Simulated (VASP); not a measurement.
# ZrB (P6_3/mmc) in VASP: single point with r2SCAN

Aim: the single point of ZrB with r2SCAN.

Program: VASP 6.6.1. These are calculated values, not measurements. Logs are shortened: lines on timing, memory, paths and dates and some standing lists are left out, and cuts for length are marked.

**1. The cell of the first run**

It takes space group P6_3/mmc (No. 194, hexagonal). The conventional cell has a = 3.423 Å, b = 3.423 Å, c = 12.088 Å, α = 90.00°, β = 90.00°, γ = 120.00°. Zr (site symmetry 3m) has 6 B at 2.42 to 2.56 Å and 10 Zr at 3.25 to 3.43 Å within 3.5 Å. B (site symmetry -3m) has 6 Zr at 2.42 Å within 3.2 Å. Within 3.7 Å of B (site symmetry -6m2) lie 6 Zr at 2.56 Å and 12 B at 3.42 to 3.61 Å.

**2. Single point, r2SCAN**

Contents of POSCAR:

```
ZrB
1.0
    3.4229545536      0.0000000000      0.0000000000
   -1.7114772768      2.9643655994      0.0000000000
    0.0000000000      0.0000000000     12.0880535635
Zr B
4 4
Direct
    0.3333333333      0.6666666667      0.1157218650
    0.6666666667      0.3333333333      0.6157218650
    0.3333333333      0.6666666667      0.3842781350
    0.6666666667      0.3333333333      0.8842781350
    0.0000000000      0.0000000000      0.0000000000
    0.0000000000      0.0000000000      0.5000000000
    0.6666666667      0.3333333333      0.2500000000
    0.3333333333      0.6666666667      0.7500000000
```

Contents of INCAR.step1:

```
SYSTEM = ZrB
PREC = Accurate
ENCUT = 520
ISMEAR = 0
SIGMA = 0.1
LREAL = .False.
LASPH = .True.
NELM = 60
NBANDS = 40
GGA = PE
ALGO = Normal
EDIFF = 1E-4
LWAVE = .True.
LCHARG = .False.
```

Contents of INCAR.step2:

```
SYSTEM = ZrB
PREC = Accurate
ENCUT = 520
EDIFF = 1E-6
ISMEAR = 0
SIGMA = 0.1
LREAL = .False.
LASPH = .True.
NELM = 60
ALGO = Normal
ISIF = 2
LWAVE = .False.
LCHARG = .False.
METAGGA = R2SCAN
LMIXTAU = .True.
NBANDS = 40
ISTART = 1
```

Contents of KPOINTS:

```
Automatic mesh
0
Gamma
  12 12 4
  0 0 0
```

Potentials or basis: VASP PAW PBE potentials, release 64 (Zr_sv, B).

Launch:

```
> cat potpaw_PBE.64/Zr_sv/POTCAR potpaw_PBE.64/B/POTCAR > POTCAR
> cp INCAR.step1 INCAR
> mpirun -np 1 vasp_std > vasp.out
> cp INCAR.step2 INCAR
> mpirun -np 1 vasp_std > vasp.out
```

OUTCAR:

```text
SYSTEM = ZrB
   PREC = Accurate
   ENCUT = 520
   EDIFF = 1E-6
   ISMEAR = 0
   LREAL = .False.
   LASPH = .True.
   NELM = 60
   ISIF = 2
   METAGGA = R2SCAN
   ISTART = 1

 ion  position               nearest neighbor table
   1  0.333  0.667  0.116-   5 2.42   5 2.42   5 2.42   7 2.56   7 2.56   7 2.56   3 3.25   4 3.43
                             4 3.43   4 3.43
   2  0.667  0.333  0.616-   6 2.42   6 2.42   6 2.42   8 2.56   8 2.56   8 2.56   4 3.25   3 3.43
                             3 3.43   3 3.43
   3  0.333  0.667  0.384-   6 2.42   6 2.42   6 2.42   7 2.56   7 2.56   7 2.56   1 3.25   2 3.43
                             2 3.43   2 3.43
   4  0.667  0.333  0.884-   5 2.42   5 2.42   5 2.42   8 2.56   8 2.56   8 2.56   2 3.25   1 3.43
                             1 3.43   1 3.43
   5  0.000  0.000  0.000-   1 2.42   4 2.42   1 2.42   4 2.42   4 2.42   1 2.42
   6  0.000  0.000  0.500-   2 2.42   3 2.42   3 2.42   2 2.42   2 2.42   3 2.42
   7  0.667  0.333  0.250-   1 2.56   3 2.56   1 2.56   3 2.56   1 2.56   3 2.56
   8  0.333  0.667  0.750-   2 2.56   4 2.56   2 2.56   4 2.56   2 2.56   4 2.56

  LATTYP: Found a hexagonal cell.
 ALAT       =     3.4229545536
 C/A-ratio  =     3.5314677347

  Lattice vectors:

 A1 = (   3.4229545536,   0.0000000000,   0.0000000000)
 A2 = (  -1.7114772768,   2.9643655994,   0.0000000000)
 A3 = (   0.0000000000,   0.0000000000,  12.0880535635)

Analysis of symmetry for initial positions (statically):
=====================================================================
 Subroutine PRICEL returns:
 Original cell was already a primitive cell.

 Routine SETGRP: Setting up the symmetry group for a
 hexagonal supercell.

 Subroutine GETGRP returns: Found 24 space group operations
 (whereof 12 operations were pure point group operations)
 out of a pool of 24 trial point group operations.

The static configuration has the point symmetry D_3d.
 The point group associated with its full space group is D_6h.

Analysis of symmetry for dynamics (positions and initial velocities):
=====================================================================
 Subroutine PRICEL returns:
 Original cell was already a primitive cell.

 Routine SETGRP: Setting up the symmetry group for a
 hexagonal supercell.

 Subroutine GETGRP returns: Found 24 space group operations
 (whereof 12 operations were pure point group operations)
 out of a pool of 24 trial point group operations.

The dynamic configuration has the point symmetry D_3d.
 The point group associated with its full space group is D_6h.

 Subroutine INISYM returns: Found 24 space group operations
 (whereof 12 operations are pure point group operations),
 and found     1 'primitive' translations

----------------------------------------------------------------------------------------

                                     Primitive cell

  volume of cell :     122.6561

  direct lattice vectors                    reciprocal lattice vectors
     3.422954554  0.000000000  0.000000000     0.292145275  0.168670153  0.000000000
    -1.711477277  2.964365599  0.000000000     0.000000000  0.337340307  0.000000000
     0.000000000  0.000000000 12.088053564     0.000000000  0.000000000  0.082726305

  length of vectors
     3.422954554  3.422954554 12.088053564     0.337340307  0.337340307  0.082726305

  position of ions in fractional coordinates (direct lattice)
     0.333333333  0.666666667  0.115721865
     0.666666667  0.333333333  0.615721865
     0.333333333  0.666666667  0.384278135
     0.666666667  0.333333333  0.884278135
     0.000000000  0.000000000  0.000000000
     0.000000000  0.000000000  0.500000000
     0.666666667  0.333333333  0.250000000
     0.333333333  0.666666667  0.750000000

  ion indices of the primitive-cell ions
   primitive index   ion index
                 1           1
                 2           2
                 3           3
                 4           4
                 5           5
                 6           6
                 7           7
                 8           8

----------------------------------------------------------------------------------------

 KPOINTS: Automatic mesh

Automatic generation of k-mesh.
 Grid dimensions read from file:
 generate k-points for:   12   12    4

 Generating k-lattice:

  Cartesian coordinates                     Fractional coordinates (reciprocal lattice)
     0.024345440  0.014055846  0.000000000     0.083333333 -0.000000000  0.000000000
     0.000000000  0.028111692  0.000000000     0.000000000  0.083333333  0.000000000
     0.000000000  0.000000000  0.020681576     0.000000000  0.000000000  0.250000000

  Length of vectors
     0.028111692  0.028111692  0.020681576

  Shift w.r.t. Gamma in fractional coordinates (k-lattice)
     0.000000000  0.000000000  0.000000000

 Subroutine IBZKPT returns following result:
 ===========================================

 Found     57 irreducible k-points:

 Following reciprocal coordinates:
            Coordinates               Weight
  0.000000  0.000000  0.000000      1.000000
  0.083333  0.000000  0.000000      6.000000
  0.166667  0.000000  0.000000      6.000000
  0.250000  0.000000  0.000000      6.000000
  0.333333  0.000000  0.000000      6.000000
  0.416667 -0.000000  0.000000      6.000000
[... 16 lines left out ...]
  0.250000  0.000000  0.250000     12.000000
  0.333333  0.000000  0.250000     12.000000
 [... further k-points ...]
   k-points           NKPTS =     57   k-points in BZ     NKDIM =     57   number of bands    NBANDS=     40
   number of dos      NEDOS =    301   number of ions     NIONS =      8
   total plane-waves  NPLWV =  70560
   dimension x,y,z NGX =    28 NGY =   28 NGZ =   90
   dimension x,y,z NGXF=    56 NGYF=   56 NGZF=  180
   ions per type =               4   4
   NGX,Y,Z   is equivalent  to a cutoff of  13.60, 13.60, 12.38 a.u.
   NGXF,Y,Z  is equivalent  to a cutoff of  27.20, 27.20, 24.76 a.u.
 SYSTEM =  ZrB
   PREC   = accura    normal or accurate (medium, high low for compatibility)
   ISTART =      1    job   : 0-new  1-cont  2-samecut
   ICHARG =      0    charge: 1-file 2-atom 10-const
   ISPIN  =      1    spin polarized calculation?
   LNONCOLLINEAR =      F non collinear calculations
   LSORBIT =      F    spin-orbit coupling
   LASPH  =      T    aspherical Exc in radial PAW
   ENCUT  =  520.0 eV  38.22 Ry    6.18 a.u.   6.36  6.36 22.48*2*pi/ulx,y,z
   NELM   =     60;   NELMIN=  2; NELMDL=  0     # of ELM steps
   EDIFF  = 0.1E-05   stopping-criterion for ELM
   LREAL  =      F    real-space projection
   EDIFFG = 0.1E-04   stopping-criterion for IOM
   NSW    =      0    number of steps for IOM
   IBRION =     -1    ionic relax: 0-MD 1-quasi-New 2-CG
   NFREE  =      0    steps in history (QN), initial steepest desc. (CG)
   ISIF   =      2    stress and relaxation
   ISYM   =      2    0-nonsym 1-usesym 2-fastsym
   POTIM  = 0.5000    time-step for ionic-motion
   TEBEG  =    0.0;   TEEND  =   0.0 temperature during run
   PSTRESS=    0.0 pullay stress
   NELECT =      60.0000    total number of electrons
   NUPDOWN=      -1.0000    fix difference up-down
   EMIN   =  10.00;   EMAX   =-10.00  energy-range for DOS
   EFERMI =   0.00;   METHOD = LEGACY
   ISMEAR =     0;   SIGMA  =   0.10  broadening in eV -4-tet -1-fermi 0-gaus
   EFERMI_NEDOS =   21; number of points for ismear=-14 and -15
   IALGO  =     38    algorithm
   IMIX   =      4    mixing-type and parameters
     AMIX     =   0.40;   BMIX     =  1.00
     AMIX_MAG =   1.60;   BMIX_MAG =  1.00
  volume/ion in A,a.u.               =      15.33       103.47
  Fermi-wavevector in a.u.,A,eV,Ry     =   1.289918  2.437592 22.638582  1.663889
  Thomas-Fermi vector in A             =   2.421782
   LORBIT       =      0    0 simple, 1 ext, 2 COOP (PROOUT), +10 PAW based schemes
   METAGGA = R2SCAN    functional components
   LHFCALC =     F    Hartree Fock is set to
   AEXX    =    0.0000 exact exchange contribution
   IVDW    =     0    specifies the selected vdW correction
   LEPSILON=     F    determine dielectric tensor
   LRPA    =     F    only Hartree local field effects (RPA)
 non-spin polarized calculation
 Gauss-broadening in eV      SIGMA  =   0.10
  energy-cutoff  :      520.00
  volume of cell :      122.66
 maximum number of plane-waves:      3325
 NGX is ok and might be reduce to    28
   NGX = 13   NGY = 13   NGZ = 45

 number of electron      59.9999999 magnetization

 Free energy of the ion-electron system (eV)
  ---------------------------------------------------
  ext. energy  EPLUGINS =         0.00000000
  ---------------------------------------------------
  free energy    TOTEN  =      -121.81585860 eV

  energy without entropy =     -121.78153083  energy(sigma->0) =     -121.79869471

 E-fermi :   7.3035     XC(G=0): -12.0353

 val. band max:        7.3015982997   @ k =   0.0000   0.0000   0.5000
 cond. band min:       7.3088170373   @ k =   0.2500   0.0833   0.2500
 fundamental gap:      0.0072187375
 Fermi energy:         7.3034857707

 k-point     1 :       0.0000    0.0000    0.0000
  band No.  band energies     occupation
      1     -42.1967      2.00000
      2     -42.1733      2.00000
      3     -42.1606      2.00000
      4     -42.1371      2.00000
      5     -19.8776      2.00000
      6     -19.6090      2.00000
[... 32 lines left out ...]
     39      10.9087      0.00000
     40      11.0725      0.00000

 k-point     2 :       0.0833    0.0000    0.0000
  band No.  band energies     occupation
      1     -42.1929      2.00000
      2     -42.1696      2.00000
      3     -42.1580      2.00000
      4     -42.1345      2.00000
      5     -19.8676      2.00000
      6     -19.6022      2.00000
[... 32 lines left out ...]
     39      11.3138      0.00000
     40      11.3733      0.00000

 k-point     3 :       0.1667    0.0000    0.0000
  band No.  band energies     occupation
      1     -42.1826      2.00000
      2     -42.1595      2.00000
      3     -42.1507      2.00000
      4     -42.1274      2.00000
      5     -19.8403      2.00000
      6     -19.5883      2.00000
[... 32 lines left out ...]
     39      11.6318      0.00000
     40      11.6436      0.00000

 k-point     4 :       0.2500    0.0000    0.0000
  band No.  band energies     occupation
      1     -42.1681      2.00000
      2     -42.1452      2.00000
      3     -42.1412      2.00000
      4     -42.1181      2.00000
      5     -19.8052      2.00000
      6     -19.6423      2.00000
[... 32 lines left out ...]
     39      11.6674      0.00000
     40      11.8663      0.00000
[... 772 lines left out ...]
     39      11.4721      0.00000
     40      11.7200      0.00000

 k-point    23 :       0.2500    0.0000    0.2500
  band No.  band energies     occupation
      1     -42.1662      2.00000
      2     -42.1529      2.00000
      3     -42.1334      2.00000
      4     -42.1200      2.00000
      5     -19.7881      2.00000
      6     -19.6765      2.00000
[... 32 lines left out ...]
     39      11.5004      0.00000
     40      11.9675      0.00000

 k-point    24 :       0.3333    0.0000    0.2500
  band No.  band energies     occupation
      1     -42.1514      2.00000
      2     -42.1396      2.00000
      3     -42.1228      2.00000
      4     -42.1109      2.00000
      5     -19.7786      2.00000
      6     -19.7361      2.00000
[... 32 lines left out ...]
     39      11.5956      0.00000
     40      12.2943      0.00000

 [... further k-points ...]

------------------------ aborting loop because EDIFF is reached ----------------------------------------

  FORCE on cell =-STRESS in cart. coord.  units (eV):
  Direction    XX          YY          ZZ          XY          YZ          ZX
  --------------------------------------------------------------------------------------
  -------------------------------------------------------------------------------------
  Total        0.0309536      0.0309536      0.0321110      0.0000000      0.0000000      0.0000000
  in kB        0.4043264      0.4043264      0.4194453      0.0000000      0.0000000      0.0000000
  external PRESSURE =       0.4093660 kB  Pullay stress =       0.0000000 kB

 VOLUME and BASIS-vectors are now :
 -----------------------------------------------------------------------------
  energy-cutoff  :      520.00
  volume of cell :      122.66
      direct lattice vectors                 reciprocal lattice vectors
     3.422954554  0.000000000  0.000000000     0.292145275  0.168670153  0.000000000
    -1.711477277  2.964365599  0.000000000     0.000000000  0.337340307  0.000000000
     0.000000000  0.000000000 12.088053564     0.000000000  0.000000000  0.082726305

 POSITION                                       TOTAL-FORCE (eV/Angst)
 -----------------------------------------------------------------------------------
     -0.00000      1.97624      1.39885        -0.000000      0.000000     -0.000146
      1.71148      0.98812      7.44288        -0.000000     -0.000000     -0.000146
     -0.00000      1.97624      4.64517         0.000000      0.000000      0.000146
      1.71148      0.98812     10.68920         0.000000     -0.000000      0.000146
      0.00000      0.00000      0.00000        -0.000000      0.000000      0.000000
      0.00000      0.00000      6.04403        -0.000000      0.000000      0.000000
      1.71148      0.98812      3.02201        -0.000000      0.000000      0.000000
     -0.00000      1.97624      9.06604         0.000000      0.000000      0.000000
 -----------------------------------------------------------------------------------
    total drift:                               -0.000000      0.000000     -0.000000

  FREE ENERGIE OF THE ION-ELECTRON SYSTEM (eV)
  ---------------------------------------------------
  free  energy   TOTEN  =      -121.8158586031 eV

  energy  without entropy=     -121.7815308262  energy(sigma->0) =     -121.79869471
```

Run time: 9.5 min. Hardware: 1 thread of Intel Xeon 6975P-C (Granite Rapids), shared host; peak memory 0.4 GiB.

What came out:

| Quantity | Value |
| --- | --- |
| Free energy | -121.8159 eV |
| Pressure | 0.0 GPa |
| Band gap on the k mesh | zero (bands 30 and 31 overlap by 1.76 eV) |

Caveat: the PAW data sets were made with another functional, which shifts forces and pressure a little.
